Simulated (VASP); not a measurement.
Crystal: Ga.

```
CELL_PARAMETERS angstrom
3.04319 0.00000 0.00000
-1.52160 2.63548 0.00000
0.00000 0.00000 4.75734
ATOMIC_POSITIONS crystal
Ga 0.33333 0.66667 0.25000
Ga 0.66667 0.33333 0.75000
```

This isn't the form of Ga at room conditions, which is orthorhombic.

```yaml
Program: VASP 6.6.1
Task: relaxation of cell and atoms
Functional: PBE
Potentials_or_basis: VASP PAW PBE potentials, release 64 (Ga_d)
Cutoff: 600 eV
k_mesh: 15 × 15 × 10
Occupations: gaussian, width 0.1 eV
Spin: no spin polarisation
```

At the start: pressure 0.1 GPa; volume 19.08 Å³/atom.

Problem. How do energy, volume and symmetry change on relaxing?

Solution. Over 9 steps the energy falls by 2.4 meV/atom; space group P6_3/mmc (No. 194, to 0.1 Å) before and after.

Step by step:
| step | energy change (eV) | largest force (eV/Å) | pressure (GPa) | volume (Å³) |
| --- | --- | --- | --- | --- |
| 1 | 0.0000 | 0.0000 | 0.13 | 38.16 |
| 2 | -0.0024 | 0.0000 | 0.07 | 38.24 |
| 3 | -0.0042 | 0.0000 | -0.31 | 38.47 |
| 4 | -0.0047 | 0.0000 | -0.26 | 38.41 |
| 5 | -0.0047 | 0.0000 | -0.20 | 38.39 |
| 6 | -0.0047 | 0.0000 | -0.23 | 38.40 |
| 7 | -0.0048 | 0.0000 | -0.10 | 38.20 |
| 8 | -0.0047 | 0.0000 | 0.06 | 38.10 |
| 9 | -0.0048 | 0.0000 | -0.01 | 38.15 |

Final structure:
```cif
data_structure
_symmetry_space_group_name_H-M 'P 1'
_symmetry_Int_Tables_number 1
_cell_length_a 3.0125
_cell_length_b 3.0125
_cell_length_c 4.8542
_cell_angle_alpha 90.000
_cell_angle_beta 90.000
_cell_angle_gamma 120.000
_cell_volume 38.15
loop_
_atom_site_label
_atom_site_type_symbol
_atom_site_fract_x
_atom_site_fract_y
_atom_site_fract_z
_atom_site_occupancy
Ga1 Ga 0.33333 0.66667 0.25000 1
Ga2 Ga 0.66667 0.33333 0.75000 1
```
